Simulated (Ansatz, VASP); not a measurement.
# Sr3CuOs: VASP beside Ansatz

File INCAR:

```
PREC     = Accurate       # precision mode
ENCUT    = 600            # plane-wave cutoff, eV
EDIFF    = 1E-6           # SCF threshold, eV
ISMEAR   = 0              # smearing method
SIGMA    = 0.1            # smearing width, eV
LREAL    = False          # projectors in reciprocal space
LASPH    = True           # aspherical terms in the spheres
NELM     = 60             # most SCF steps
ALGO     = Normal         # electronic algorithm
ISIF     = 3              # what is computed and relaxed
LWAVE    = False          # write WAVECAR
LCHARG   = False          # write CHGCAR
GGA      = PE             # functional
IBRION   = 2              # ionic algorithm
NSW      = 90             # ionic steps
EDIFFG   = -0.04          # ionic threshold
```

File KPOINTS:

```
regular mesh
0
Gamma
  4 4 4
```

Contents of POSCAR:

```
Sr3CuOs
1.0
    4.9670976800      0.0000000000      0.0000000000
    0.0000000000      4.9670976800      0.0000000000
    0.0000000000      0.0000000000      4.9670976800
Sr Cu Os
3 1 1
Direct
    0.5000000000      0.0000000000      0.0000000000
    0.0000000000      0.5000000000      0.0000000000
    0.0000000000      0.0000000000      0.5000000000
    0.0000000000      0.0000000000      0.0000000000
    0.5000000000      0.5000000000      0.5000000000
```

Input for Ansatz:

```yaml
crystal:
  lattice:
    - [4.96709768, 0.0, 0.0]
    - [0.0, 4.96709768, 0.0]
    - [0.0, 0.0, 4.96709768]
  atoms:
    - { symbol: Sr, position: [0.5, 0.0, 0.0] }
    - { symbol: Sr, position: [0.0, 0.5, 0.0] }
    - { symbol: Sr, position: [0.0, 0.0, 0.5] }
    - { symbol: Cu, position: [0.0, 0.0, 0.0] }
    - { symbol: Os, position: [0.5, 0.5, 0.5] }
basis:
  ecutwfc: 420
kpoints:
  mp_grid: { grid: [4, 4, 4] }
hamiltonian:
  xc: pbe
scf:
  occupations: { method: gaussian, width: 0.1 }
  lower_state_search: "off"
output:
  forces: true
  stress: true
  eigenvalues: true
relax:
  adjacent_minimum: "off"
  f_tol: 0.04
  max_steps: 70
  cell: { stress_tol: 0.4 }
```

Alike in both runs: task relaxation of cell and atoms; functional PBE; k mesh 4 × 4 × 4; occupations gaussian, width 0.1 eV; no spin polarisation.

```csv
,VASP,Ansatz
version,VASP 6.6.1,Ansatz 0.2.0
potentials or method,"VASP PAW PBE potentials, release 64 (Sr_sv, Cu, Os), cutoff 600 eV","scalar-relativistic, plane waves, PAW"
valence electrons in the cell,49,65
```

Ansatz gave:

```
gap on the k mesh at the Fermi level, each at its own relaxed structure (eV) : none
relaxed volume (Å³/atom)                                                     : 33.59
relaxed length of the cell vector where the two differ most in proportion (Å)              : 5.517
```

Question: What did VASP give for the same quantities?

Answer: gap on the k mesh at the Fermi level, each at its own relaxed structure (eV): none; relaxed volume (Å³/atom): 34.32; relaxed length of the cell vector where the two differ most in proportion (Å): 5.557.

A gap of «none» marks a metal or a gap that the smearing closes. VASP's potentials hold 49 valence electrons a cell and Ansatz's 65, so a difference there can come from the potentials and not from the codes.

Spin-orbit coupling is off throughout. Noted on VASP's run: the volume moved by over 15 % at a fixed basis, so the end points are rough.
